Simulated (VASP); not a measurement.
The system is Al2Cu.

```
CELL_PARAMETERS angstrom
4.10518 0.00000 0.00000
0.00000 4.10518 0.00000
0.00000 0.00000 2.89131
ATOMIC_POSITIONS crystal
Cu 0.00000 0.00000 0.00000
Al 0.00000 0.50000 0.50000
Al 0.50000 0.00000 0.50000
```

- Program: VASP 6.6.1
- Task: relaxation of cell and atoms
- Functional: PBEsol
- Dispersion: D3(BJ)
- Potentials or basis: VASP PAW PBE potentials, release 64 (Cu, Al)
- Cutoff: 600 eV
- k mesh: 7 × 7 × 9
- Occupations: fermi-dirac, width 0.05 eV
- Spin: no spin polarisation

At the start: pressure -5.5 GPa; volume 16.24 Å³/atom.

**Question.** Where does the relaxation end?

**Answer.** Over 6 steps the energy falls by 17.4 meV/atom and the volume is 15.33 Å³/atom (-5.6 %); space group P4/mmm (No. 123, to 0.05 Å).

The path:
| step | energy change (eV) | largest force (eV/Å) | pressure (GPa) | volume (Å³) |
| --- | --- | --- | --- | --- |
| 1 | 0.0000 | 0.0000 | -5.50 | 48.73 |
| 2 | -0.0440 | 0.0000 | 2.55 | 44.90 |
| 3 | -0.0520 | 0.0000 | 0.09 | 45.91 |
| 4 | -0.0520 | 0.0000 | -0.07 | 45.96 |
| 5 | -0.0522 | 0.0000 | -0.06 | 45.97 |
| 6 | -0.0522 | 0.0000 | -0.08 | 45.98 |

Final structure:
```yaml
crystal:
  lattice:
    - [4.03901, 0.00000, 0.00000]
    - [0.00000, 4.03901, 0.00000]
    - [0.00000, 0.00000, 2.81854]
  atoms:
    - { symbol: Cu, position: [0.00000, 0.00000, 0.00000] }
    - { symbol: Al, position: [0.00000, 0.50000, 0.50000] }
    - { symbol: Al, position: [0.50000, 0.00000, 0.50000] }
```

Caveat: the PAW data sets were made with another functional, which shifts forces and pressure a little; pairwise dispersion overbinds metals, which lowers pressure and volume.
